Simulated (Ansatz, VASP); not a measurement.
**One calculation of Ti, two programs**

The input INCAR:

```
SYSTEM = Ti
ALGO = Fast
EDIFF = 1E-6
ENCUT = 520
GGA = PS
ISIF = 2
ISMEAR = 0
LASPH = .True.
LCHARG = .False.
LREAL = .False.
LWAVE = .False.
NBANDS = 12
NELM = 60
PREC = Accurate
SIGMA = 0.15
```

KPOINTS

```
k-points
0
Gamma
  22 22 22
  0 0 0
```

Contents of POSCAR:

```
Ti
1.0
   -1.7204077316      1.6419526559      1.6419526559
    1.6419526559     -1.7204077316      1.6419526559
    1.6419526559      1.6419526559     -1.7204077316
Ti
1
Direct
    0.0000000000      0.0000000000      0.0000000000
```

Input for Ansatz:

```yaml
crystal:
  lattice:
    - [-1.7204077316, 1.6419526559, 1.6419526559]
    - [1.6419526559, -1.7204077316, 1.6419526559]
    - [1.6419526559, 1.6419526559, -1.7204077316]
  atoms:
    - { symbol: Ti, position: [0.0, 0.0, 0.0] }
basis:
  ecutwfc: 420
kpoints:
  mp_grid: { grid: [22, 22, 22] }
hamiltonian:
  xc: pbesol
scf:
  occupations: { method: gaussian, width: 0.15 }
output:
  forces: true
  stress: true
  eigenvalues: true
```

Alike in both runs: task single point; functional PBEsol; k mesh 22 × 22 × 22; occupations gaussian, width 0.15 eV; no spin polarisation.

|  | VASP | Ansatz |
| --- | --- | --- |
| version | VASP 6.6.1 | Ansatz 0.2.0 |
| potentials or method | VASP PAW PBE potentials, release 64 (Ti_sv), cutoff 520 eV | scalar-relativistic, plane waves, PAW |
| valence electrons in the cell | 12 | 12 |

|  | VASP | Ansatz | Ansatz less VASP |
| --- | --- | --- | --- |
| gap on the k mesh at the Fermi level (eV) | none | none | - |
| pressure (GPa) | -7.0 | -6.7 | +0.27 |
| traceless stress, the component that is largest in VASP (GPa) | 0.93 | 0.94 | +0.003 |

VASP's potentials were made for PBE, not for PBEsol. A gap of «none» marks a metal or a gap that the smearing closes.
